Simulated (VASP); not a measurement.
Input of a VASP 6.6.1 run:

Contents of INCAR:

```
PREC = Accurate
ENCUT = 520
EDIFF = 1E-6
ISMEAR = -1
SIGMA = 0.05
LREAL = F
LASPH = T
NELM = 80
ALGO = Normal
ISIF = 2
LWAVE = F
LCHARG = F
GGA = B5
ALDAX = 1.0
AGGAX = 1.0
AGGAC = 1.0
ALDAC = 0.0
NBANDS = 26
```

KPOINTS

```
Automatic mesh
0
Gamma
  7 7 4
```

The input POSCAR:

```
CdS
1.0
    4.2046115259      0.0000000000      0.0000000000
   -2.1023057629      3.6413003944      0.0000000000
    0.0000000000      0.0000000000      6.8256549035
Cd S
2 2
Direct
    0.6666666667      0.3333333333      0.5000000000
    0.3333333333      0.6666666667      0.0000000000
    0.6666666667      0.3333333333      0.8750000000
    0.3333333333      0.6666666667      0.3750000000
```

Potentials or basis: VASP PAW PBE potentials, release 64 (Cd, S).

Launch:

```console
$ cat potpaw_PBE.64/Cd/POTCAR potpaw_PBE.64/S/POTCAR > POTCAR
$ mpirun -np 1 vasp_std > vasp.out
```

Predict the pressure.

3.1 GPa.

Estimate the largest force.

0.060 eV/Å.

Stress tensor (GPa, compression positive):
```
2.85 0.00 0.00
0.00 2.85 0.00
0.00 0.00 3.55
```

Caveat: the PAW data sets were made with another functional, which shifts forces and pressure a little.
